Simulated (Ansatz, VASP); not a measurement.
Two plane-wave programs on Re

```xyz
1
Lattice="0.0000 2.0010 2.0010 2.0010 0.0000 2.0010 2.0010 2.0010 0.0000" Properties=species:S:1:pos:R:3 pbc="T T T"
Re    0.0000    0.0000    0.0000
```

Change from the starting cell: volume scaled by 1.04.

Alike in both runs: functional RPBE; dispersion D4; k mesh 12 × 12 × 12; non-collinear spin, spin-orbit coupling.

|  | VASP | Ansatz |
| --- | --- | --- |
| version | VASP 6.6.1 | Ansatz 0.2.0 |
| potentials or method | VASP PAW PBE potentials, release 64 (Re) | PseudoDojo standard (PBE files) |
| plane-wave cutoff (eV) | 600 | 980 |
| occupations | methfessel-paxton of order 1, width 0.15 eV | cold, width 0.15 eV |
| valence electrons in the cell | 7 | 15 |
| task | single point | electron localisation function |

Ansatz gave:

| Property | Result |
| --- | --- |
| pressure (GPa) | -27.1 |
| net moment per atom (μB) | 0.00 |

Problem. What did VASP give for the same quantities?

Solution. Pressure (GPa): -28.0; net moment per atom (μB): 0.00.

VASP's potentials were made for PBE, not for RPBE. VASP's potentials hold 7 valence electrons a cell and Ansatz's 15, so a difference there can come from the potentials and not from the codes.

Noted on Ansatz's run: the potentials were made for another functional, which shifts forces and pressure.
